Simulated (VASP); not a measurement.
# Ge5H2 in VASP: single point with LDA

Aim: the single point of Ge5H2 with LDA.

Program: VASP 6.6.1. These are calculated values, not measurements. Logs are shortened: lines on timing, memory, paths and dates and some standing lists are left out, and cuts for length are marked.

## 1. The cell of the first run

The cell holds a slab with vacuum, 28 atoms: a = 7.950 Å, b = 7.950 Å, c = 19.378 Å, α = 90.00°, β = 90.00°, γ = 90.00°.

## 2. Single point, LDA

Contents of INCAR:

```
ALGO = Fast ; DIPOL = 0.5 0.5 0.341
EDIFF = 1E-6 ; ENCUT = 520
IDIPOL = 3 ; ISIF = 2
ISMEAR = 0 ; LASPH = True
LCHARG = False ; LDIPOL = True
LREAL = Auto ; LWAVE = False
NBANDS = 164 ; NELM = 80
PREC = Accurate ; SIGMA = 0.05
```

Contents of KPOINTS:

```
k-points
0
Gamma
  3 3 1
```

Contents of POSCAR:

```
Ge5H2
1.0
    7.9504584305      0.0000000000      0.0000000000
    0.0000000000      7.9504584305      0.0000000000
    0.0000000000      0.0000000000     19.3782629924
Ge H
20 8
Direct
    0.5000000000      0.5000000000      0.2531929680
    0.5000000000      0.0000000000      0.2531929680
    0.0000000000      0.5000000000      0.2531929680
    0.0000000000      0.0000000000      0.2531929680
    0.7500000000      0.5000000000      0.3257204060
    0.7500000000      0.0000000000      0.3257204060
    0.2500000000      0.5000000000      0.3257204060
    0.2500000000      0.0000000000      0.3257204060
    0.7500000000      0.7500000000      0.4002058058
    0.7500000000      0.2500000000      0.4002058058
    0.2500000000      0.7500000000      0.3954917903
    0.2500000000      0.2500000000      0.3954917903
    0.0037499830      0.7500000000      0.4708571133
    0.0037499830      0.2500000000      0.4708571133
    0.4962500170      0.7500000000      0.4708571133
    0.4962500170      0.2500000000      0.4708571133
    0.0958623193      0.0000000000      0.5296376506
    0.0958623193      0.5000000000      0.5296376506
    0.4041376807      0.0000000000      0.5296376506
    0.4041376807      0.5000000000      0.5296376506
    0.5090621173      0.6542935074      0.2055986752
    0.5090621173      0.3457064926      0.2055986752
    0.5090621173      0.1542935074      0.2055986752
    0.5090621173     -0.1542935074      0.2055986752
   -0.0090621173      0.3457064926      0.2055986752
   -0.0090621173      0.6542935074      0.2055986752
   -0.0090621173     -0.1542935074      0.2055986752
   -0.0090621173      0.1542935074      0.2055986752
```

Potentials or basis: VASP PAW LDA potentials, release 64 (Ge_d, H).

Command:

```console
cat potpaw_LDA.64/Ge_d/POTCAR potpaw_LDA.64/H/POTCAR > POTCAR
mpirun -np 1 vasp_std > vasp.out
```

OUTCAR:

```text
EDIFF = 1E-6
   ENCUT = 520
   ISIF = 2
   ISMEAR = 0
   LASPH = True
   LREAL = Auto
   NELM = 80
   PREC = Accurate

 ion  position               nearest neighbor table
   1  0.500  0.500  0.253-  21 1.54  22 1.54   5 2.43   7 2.43
   2  0.500  0.000  0.253-  23 1.54  24 1.54   6 2.43   8 2.43
   3  0.000  0.500  0.253-  25 1.54  26 1.54   5 2.43   7 2.43
   4  0.000  0.000  0.253-  27 1.54  28 1.54   6 2.43   8 2.43
   5  0.750  0.500  0.326-   1 2.43   3 2.43   9 2.46  10 2.46
   6  0.750  0.000  0.326-   2 2.43   4 2.43   9 2.46  10 2.46
[... 8 lines left out ...]
  15  0.496  0.750  0.471-  19 2.41  20 2.41   9 2.44  11 2.44
  16  0.496  0.250  0.471-  19 2.41  20 2.41  10 2.44  12 2.44
  17  0.096  0.000  0.530-  13 2.41  14 2.41  19 2.45
  18  0.096  0.500  0.530-  13 2.41  14 2.41  20 2.45
  19  0.404  0.000  0.530-  15 2.41  16 2.41  17 2.45
  20  0.404  0.500  0.530-  15 2.41  16 2.41  18 2.45
  21  0.509  0.654  0.206-   1 1.54
  22  0.509  0.346  0.206-   1 1.54
  23  0.509  0.154  0.206-   2 1.54
  24  0.509  0.846  0.206-   2 1.54
  25  0.991  0.346  0.206-   3 1.54
  26  0.991  0.654  0.206-   3 1.54
  27  0.991  0.846  0.206-   4 1.54
  28  0.991  0.154  0.206-   4 1.54

  LATTYP: Found a simple tetragonal cell.
 ALAT       =     7.9504584305
 C/A-ratio  =     2.4373768081

  Lattice vectors:

 A1 = (   7.9504584305,   0.0000000000,   0.0000000000)
 A2 = (   0.0000000000,   7.9504584305,   0.0000000000)
 A3 = (   0.0000000000,   0.0000000000,  19.3782629924)

Analysis of symmetry for initial positions (statically):
=====================================================================
 Subroutine PRICEL returns following result:

  LATTYP: Found a simple orthorhombic cell.
 ALAT       =     3.9752292152
 B/A-ratio  =     2.0000000000
 C/A-ratio  =     4.8747536162

  Lattice vectors:

 A1 = (   0.0000000000,  -3.9752292152,   0.0000000000)
 A2 = (   7.9504584305,   0.0000000000,   0.0000000000)
 A3 = (   0.0000000000,   0.0000000000,  19.3782629924)

   2 primitive cells build up your supercell.

 Routine SETGRP: Setting up the symmetry group for a
 simple tetragonal supercell.

 Subroutine GETGRP returns: Found  4 space group operations
 (whereof  2 operations were pure point group operations)
 out of a pool of 16 trial point group operations.

The static configuration has the point symmetry C_1h.
 The point group associated with its full space group is C_2v.

Analysis of symmetry for dynamics (positions and initial velocities):
=====================================================================
 Subroutine PRICEL returns following result:

  LATTYP: Found a simple orthorhombic cell.
 ALAT       =     3.9752292152
 B/A-ratio  =     2.0000000000
 C/A-ratio  =     4.8747536162

  Lattice vectors:

 A1 = (   0.0000000000,  -3.9752292152,   0.0000000000)
 A2 = (   7.9504584305,   0.0000000000,   0.0000000000)
 A3 = (   0.0000000000,   0.0000000000,  19.3782629924)

   2 primitive cells build up your supercell.

 Routine SETGRP: Setting up the symmetry group for a
 simple tetragonal supercell.

 Subroutine GETGRP returns: Found  4 space group operations
 (whereof  2 operations were pure point group operations)
 out of a pool of 16 trial point group operations.

The dynamic configuration has the point symmetry C_1h.
 The point group associated with its full space group is C_2v.

 Subroutine INISYM returns: Found  4 space group operations
 (whereof  2 operations are pure point group operations),
 and found     2 'primitive' translations

----------------------------------------------------------------------------------------

                                     Primitive cell

  volume of cell :     612.4480

  direct lattice vectors                    reciprocal lattice vectors
     0.000000000 -3.975229215  0.000000000     0.000000000 -0.251557821  0.000000000
     7.950458430  0.000000000  0.000000000     0.125778911  0.000000000  0.000000000
     0.000000000  0.000000000 19.378262992     0.000000000  0.000000000  0.051604212

  length of vectors
     3.975229215  7.950458430 19.378262992     0.251557821  0.125778911  0.051604212

  position of ions in fractional coordinates (direct lattice)
     0.000000000  0.500000000  0.253192968
     0.000000000  0.000000000  0.253192968
     0.000000000  0.750000000  0.325720406
     0.000000000  0.250000000  0.325720406
     0.500000000  0.750000000  0.400205806
     0.500000000  0.250000000  0.395491790
     0.500000000  0.003749983  0.470857113
     0.500000000  0.496250017  0.470857113
     0.000000000  0.095862319  0.529637651
     0.000000000  0.404137681  0.529637651
     0.691412985  0.509062117  0.205598675
     0.308587015  0.509062117  0.205598675
     0.308587015  0.990937883  0.205598675
     0.691412985  0.990937883  0.205598675

  ion indices of the primitive-cell ions
   primitive index   ion index
                 1           1
                 2           3
                 3           5
                 4           7
                 5           9
                 6          11
                 7          13
                 8          15
                 9          18
                10          20
                11          21
                12          22
                13          25
                14          26

----------------------------------------------------------------------------------------

 KPOINTS: k-points

Automatic generation of k-mesh.
 Grid dimensions read from file:
 generate k-points for:    3    3    1

 Generating k-lattice:

  Cartesian coordinates                     Fractional coordinates (reciprocal lattice)
     0.041926304  0.000000000  0.000000000     0.333333333  0.000000000  0.000000000
     0.000000000  0.041926304  0.000000000     0.000000000  0.333333333  0.000000000
     0.000000000  0.000000000  0.051604212     0.000000000  0.000000000  1.000000000

  Length of vectors
     0.041926304  0.041926304  0.051604212

  Shift w.r.t. Gamma in fractional coordinates (k-lattice)
     0.000000000  0.000000000  0.000000000

 Subroutine IBZKPT returns following result:
 ===========================================

 Found      4 irreducible k-points:

 Following reciprocal coordinates:
            Coordinates               Weight
  0.000000  0.000000  0.000000      1.000000
  0.333333  0.000000  0.000000      2.000000
  0.000000  0.333333  0.000000      2.000000
  0.333333  0.333333  0.000000      4.000000
   k-points           NKPTS =      4   k-points in BZ     NKDIM =      4   number of bands    NBANDS=    164
   number of dos      NEDOS =    301   number of ions     NIONS =     28
   total plane-waves  NPLWV = 518400
   dimension x,y,z NGX =    60 NGY =   60 NGZ =  144
   dimension x,y,z NGXF=   120 NGYF=  120 NGZF=  288
   ions per type =              20   8
   NGX,Y,Z   is equivalent  to a cutoff of  12.55, 12.55, 12.35 a.u.
   NGXF,Y,Z  is equivalent  to a cutoff of  25.09, 25.09, 24.71 a.u.
 SYSTEM =  unknown system
   PREC   = accura    normal or accurate (medium, high low for compatibility)
   ISTART =      0    job   : 0-new  1-cont  2-samecut
   ICHARG =      2    charge: 1-file 2-atom 10-const
   ISPIN  =      1    spin polarized calculation?
   LNONCOLLINEAR =      F non collinear calculations
   LSORBIT =      F    spin-orbit coupling
   LASPH  =      T    aspherical Exc in radial PAW
   ENCUT  =  520.0 eV  38.22 Ry    6.18 a.u.  14.78 14.78 36.03*2*pi/ulx,y,z
   NELM   =     80;   NELMIN=  2; NELMDL= -5     # of ELM steps
   EDIFF  = 0.1E-05   stopping-criterion for ELM
   LREAL  =      T    real-space projection
   EDIFFG = 0.1E-04   stopping-criterion for IOM
   NSW    =      0    number of steps for IOM
   IBRION =     -1    ionic relax: 0-MD 1-quasi-New 2-CG
   NFREE  =      0    steps in history (QN), initial steepest desc. (CG)
   ISIF   =      2    stress and relaxation
   ISYM   =      2    0-nonsym 1-usesym 2-fastsym
   POTIM  = 0.5000    time-step for ionic-motion
   TEBEG  =    0.0;   TEEND  =   0.0 temperature during run
   PSTRESS=    0.0 pullay stress
   NELECT =     288.0000    total number of electrons
   NUPDOWN=      -1.0000    fix difference up-down
   EMIN   =  10.00;   EMAX   =-10.00  energy-range for DOS
   EFERMI =   0.00;   METHOD = LEGACY
   ISMEAR =     0;   SIGMA  =   0.05  broadening in eV -4-tet -1-fermi 0-gaus
   EFERMI_NEDOS =   21; number of points for ismear=-14 and -15
   IALGO  =     68    algorithm
   IMIX   =      4    mixing-type and parameters
     AMIX     =   0.40;   BMIX     =  1.00
     AMIX_MAG =   1.60;   BMIX_MAG =  1.00
  volume/ion in A,a.u.               =      43.75       295.21
  Fermi-wavevector in a.u.,A,eV,Ry     =   1.010429  1.909435 13.891104  1.020967
  Thomas-Fermi vector in A             =   2.143418
   LORBIT       =      0    0 simple, 1 ext, 2 COOP (PROOUT), +10 PAW based schemes
   GGA     = CA    functional components
   LHFCALC =     F    Hartree Fock is set to
   AEXX    =    0.0000 exact exchange contribution
   IVDW    =     0    specifies the selected vdW correction
   LEPSILON=     F    determine dielectric tensor
   LRPA    =     F    only Hartree local field effects (RPA)
 non-spin polarized calculation
 RMM-DIIS sequential band-by-band and
 Gauss-broadening in eV      SIGMA  =   0.05
  energy-cutoff  :      520.00
  volume of cell :     1224.90
 maximum number of plane-waves:     33008
 NGX is ok and might be reduce to    60
   NGX = 29   NGY = 29   NGZ = 73

 dipolmoment           0.000000      0.000000     -0.039774 electrons x Angstroem

 number of electron     287.9999933 magnetization

 dipolmoment           0.000000      0.000000      0.097486 electrons x Angstroem

 Free energy of the ion-electron system (eV)
  ---------------------------------------------------
  ext. energy  EPLUGINS =         0.00000000
  ---------------------------------------------------
  free energy    TOTEN  =      -123.75887323 eV

  energy without entropy =     -123.74825380  energy(sigma->0) =     -123.75356352

 E-fermi :  -1.1426     XC(G=0):  -4.7553

 val. band max:       -1.2176576996   @ k =   0.0000   0.3333   0.0000
 cond. band min:      -1.1420281541   @ k =   0.0000   0.0000   0.0000
 fundamental gap:      0.0756295455
 Fermi energy:        -1.1426079561

 k-point     1 :       0.0000    0.0000    0.0000
  band No.  band energies     occupation
      1     -26.0571      2.00000
      2     -26.0566      2.00000
      3     -26.0540      2.00000
      4     -26.0527      2.00000
      5     -26.0426      2.00000
      6     -26.0338      2.00000
[... 148 lines left out ...]
    155       0.9441      0.00000
    156       1.2217      0.00000

 k-point     2 :       0.3333    0.0000    0.0000
  band No.  band energies     occupation
      1     -26.0582      2.00000
      2     -26.0578      2.00000
      3     -26.0543      2.00000
      4     -26.0540      2.00000
      5     -26.0442      2.00000
      6     -26.0337      2.00000
[... 148 lines left out ...]
    155       1.5497      0.00000
    156       1.6843      0.00000

 k-point     3 :       0.0000    0.3333    0.0000
  band No.  band energies     occupation
      1     -26.0601      2.00000
      2     -26.0594      2.00000
      3     -26.0556      2.00000
      4     -26.0537      2.00000
      5     -26.0390      2.00000
      6     -26.0352      2.00000
[... 148 lines left out ...]
    155       1.6731      0.00000
    156       1.7362      0.00000

 k-point     4 :       0.3333    0.3333    0.0000
  band No.  band energies     occupation
      1     -26.0605      2.00000
      2     -26.0595      2.00000
      3     -26.0573      2.00000
      4     -26.0553      2.00000
      5     -26.0404      2.00000
      6     -26.0359      2.00000
[... 148 lines left out ...]
    155       1.8591      0.00000
    156       1.9873      0.00000
 [bands above 156 left out]

------------------------ aborting loop because EDIFF is reached ----------------------------------------

 vacuum level on the upper side and lower side of the slab       (xc-potential included)        -0.035        -0.271

  FORCE on cell =-STRESS in cart. coord.  units (eV):
  Direction    XX          YY          ZZ          XY          YZ          ZX
  --------------------------------------------------------------------------------------
  -------------------------------------------------------------------------------------
  Total       -3.5782399     12.7033575     -1.3026992      0.0000000      0.0000000      0.0000000
  in kB       -4.6803771     16.6161313     -1.7039448      0.0000000      0.0000000      0.0000000
  external PRESSURE =       3.4106031 kB  Pullay stress =       0.0000000 kB

 VOLUME and BASIS-vectors are now :
 -----------------------------------------------------------------------------
  energy-cutoff  :      520.00
  volume of cell :     1224.90
      direct lattice vectors                 reciprocal lattice vectors
     7.950458431  0.000000000  0.000000000     0.125778911  0.000000000  0.000000000
     0.000000000  7.950458431  0.000000000     0.000000000  0.125778911  0.000000000
     0.000000000  0.000000000 19.378262992     0.000000000  0.000000000  0.051604212

 POSITION                                       TOTAL-FORCE (eV/Angst)
 -----------------------------------------------------------------------------------
      3.97523      3.97523      4.90644        -0.067318     -0.000000      0.264534
      3.97523      0.00000      4.90644        -0.067318     -0.000000      0.264534
      0.00000      3.97523      4.90644         0.067318     -0.000000      0.264534
      0.00000      0.00000      4.90644         0.067318     -0.000000      0.264534
      5.96284      3.97523      6.31190        -0.000000     -0.000000      0.138044
      5.96284      0.00000      6.31190        -0.000000     -0.000000      0.138044
[... 20 lines left out ...]
      7.87841      6.72375      3.98415        -0.001417     -0.015447     -0.010314
      7.87841      1.22670      3.98415        -0.001417      0.015447     -0.010314
 -----------------------------------------------------------------------------------
    total drift:                                0.000000      0.000000     -0.012700

  FREE ENERGIE OF THE ION-ELECTRON SYSTEM (eV)
  ---------------------------------------------------
  free  energy   TOTEN  =      -123.7588732304 eV

  energy  without entropy=     -123.7482538000  energy(sigma->0) =     -123.75356352

 vacuum level on the upper side and lower side of the slab         3.463         3.223
```

It took 34 min on 1 thread of Oxide Virtual Turin-like, shared host; peak memory 0.97 GiB.

Results:

```
Free energy            : -123.7589 eV
Largest force          : 0.666 eV/Å
Band gap on the k mesh : zero (bands 144 and 145 overlap by 0.34 eV)
```

Forces on the atoms (eV/Å):
```
Ge  -0.067  0.000  0.265
Ge  -0.067  0.000  0.265
Ge   0.067  0.000  0.265
Ge   0.067  0.000  0.265
Ge   0.000  0.000  0.138
Ge   0.000  0.000  0.138
Ge   0.000  0.000 -0.666
Ge   0.000  0.000 -0.666
Ge   0.000  0.000  0.006
Ge   0.000  0.000  0.006
Ge   0.000  0.000  0.002
Ge   0.000  0.000  0.002
Ge  -0.007  0.000  0.002
Ge  -0.007  0.000  0.002
Ge   0.007  0.000  0.002
Ge   0.007  0.000  0.002
Ge  -0.002  0.000  0.014
Ge  -0.002  0.000  0.014
Ge   0.002  0.000  0.014
Ge   0.002  0.000  0.014
H    0.001  0.015 -0.010
H    0.001 -0.015 -0.010
H    0.001  0.015 -0.010
H    0.001 -0.015 -0.010
H   -0.001 -0.015 -0.010
H   -0.001  0.015 -0.010
H   -0.001 -0.015 -0.010
H   -0.001  0.015 -0.010
```
